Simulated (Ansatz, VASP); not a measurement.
This is a calculation of AlFe for Ansatz 0.2.0.

Contents of input.yaml:

```yaml
crystal:
  lattice:
    - [2.91, 0.0, 0.0]
    - [0.0, 2.91, 0.0]
    - [0.0, 0.0, 2.91]
  atoms:
    - { symbol: Fe, position: [0.5, 0.5, 0.5], spin: 0.8 }
    - { symbol: Al, position: [0.0, 0.0, 0.0] }
hamiltonian:
  xc: pbe
  pseudopotentials: { kind: paw }
magnetization:
  spin_polarized: true
  initial_magnetization: 0.8
  spin_locking: { lock_magnetization: hard }
kpoints:
  mp_grid: { grid: [8, 8, 8] }
scf:
  occupations: { method: fermi_dirac, width: 0.05 }
  lower_state_search: "off"
output:
  forces: true
  stress: true
  eigenvalues: true
```

Potentials or basis: Ansatz PAW.

Run with:

```console
$ ansatz run input.yaml --threads 2 --pin off --max-ram 5632MiB --backend cpu --events-out ev --progress --plain --runs-dir out
```

Problem. Set up the same calculation for VASP 6.6.1. Potentials there: VASP PAW PBE potentials, release 64 (Fe_sv, Al).

Solution. As run (the cutoff follows the program's own potentials):

Contents of INCAR:

```
SYSTEM = AlFe
PREC     = Accurate       ! precision mode
ENCUT    = 600            ! plane-wave cutoff, eV
EDIFF    = 1E-6           ! SCF threshold, eV
ISMEAR   = -1             ! smearing method
SIGMA    = 0.05           ! smearing width, eV
LREAL    = .FALSE.        ! projectors in reciprocal space
LASPH    = .TRUE.         ! aspherical terms in the spheres
NELM     = 200            ! most SCF steps
ALGO     = Normal         ! electronic algorithm
ISIF     = 2              ! what is computed and relaxed
LWAVE    = .FALSE.        ! write WAVECAR
LCHARG   = .FALSE.        ! write CHGCAR
ISPIN    = 2              ! spin polarisation
MAGMOM   = 0.8 0          ! initial moments
LORBIT   = 11             ! projections on sites
NUPDOWN  = 0.8            ! fixed moment
LMAXMIX  = 4              ! l up to which the mixer works
GGA      = PE             ! functional
NBANDS   = 20             ! bands
GGA_COMPAT= .FALSE.
```

KPOINTS

```
regular mesh
0
G
  8 8 8
  0 0 0
```

File POSCAR:

```
AlFe
1.0
    2.9100000000      0.0000000000      0.0000000000
    0.0000000000      2.9100000000      0.0000000000
    0.0000000000      0.0000000000      2.9100000000
Fe Al
1 1
Direct
    0.5000000000      0.5000000000      0.5000000000
    0.0000000000      0.0000000000      0.0000000000
```

Potentials or basis: VASP PAW PBE potentials, release 64 (Fe_sv, Al).

Launch:

```bash
$ cat potpaw_PBE.64/Fe_sv/POTCAR potpaw_PBE.64/Al/POTCAR > POTCAR
$ mpirun -np 1 vasp_std > vasp.out
```

Both were run:

|  | VASP | Ansatz | Ansatz less VASP |
| --- | --- | --- | --- |
| pressure (GPa) | -7.0 | -5.6 | +1.47 |
| net moment per atom (μB) | 0.40 | 0.40 | 0.000 |
| size of the moment on the site where the two differ most (μB) | 0.81 | 0.84 | +0.035 |

Site moments also hang on the region over which each program counts them. With one functional, cell and mesh, what is left measures potentials, basis and numerics.
